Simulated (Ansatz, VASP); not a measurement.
Sc2Cd: VASP beside Ansatz

```
Sc Cd
1.0
     0.00000    3.42400    3.42400
     3.42400    0.00000    3.42400
     3.42400    3.42400    0.00000
Sc Cd
2 1
Cartesian
  1.7120 1.7120 1.7120
  5.1360 5.1360 5.1360
  0.0000 0.0000 0.0000
```

Alike in both runs: functional PBE; k mesh 12 × 12 × 12; occupations gaussian, width 0.1 eV; no spin polarisation.

Ansatz relaxed the structure, and its values are those at the end. VASP's run is a single point on that final structure, the one shown.

|  | VASP | Ansatz |
| --- | --- | --- |
| version | VASP 6.6.1 | Ansatz 0.2.0 |
| potentials or method | VASP PAW PBE potentials, release 64 (Sc_sv, Cd), cutoff 520 eV | scalar-relativistic, plane waves, PAW |
| valence electrons in the cell | 34 | 42 |

|  | VASP | Ansatz | Ansatz less VASP |
| --- | --- | --- | --- |
| gap on the k mesh at the Fermi level (eV) | none | none | - |
| pressure (GPa) | 0.0 | 0.0 | -0.07 |

A gap of «none» marks a metal or a gap that the smearing closes. The functional is the same, so the differences come from potentials, cutoffs and numerics. VASP's potentials hold 34 valence electrons a cell and Ansatz's 42, so a difference there can come from the potentials and not from the codes.
